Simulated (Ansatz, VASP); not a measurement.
# SiBi in VASP and in Ansatz

```
CELL_PARAMETERS angstrom
3.63006 0.00000 0.00000
0.00000 3.63006 0.00000
0.00000 0.00000 3.63006
ATOMIC_POSITIONS crystal
Si 0.00000 0.00000 0.00000
Bi 0.50000 0.50000 0.50000
```

Alike in both runs: functional PBE; k mesh 16 × 16 × 16; occupations gaussian, width 0.1 eV; no spin polarisation.

Ansatz relaxed the structure, and its values are those at the end. VASP's run is a single point on that final structure, the one shown.

|  | VASP | Ansatz |
| --- | --- | --- |
| version | VASP 6.6.1 | Ansatz 0.2.0 |
| potentials or method | VASP PAW PBE potentials, release 64 (Si, Bi_d), cutoff 520 eV | scalar-relativistic, plane waves, PAW |
| valence electrons in the cell | 19 | 19 |

```tsv
	VASP	Ansatz	Ansatz less VASP
gap on the k mesh at the Fermi level (eV)	none	none	-
pressure (GPa)	0.0	0.0	+0.03
```

A gap of «none» marks a metal or a gap that the smearing closes. The functional is the same, so the differences come from potentials, cutoffs and numerics.

Spin-orbit coupling is off throughout.
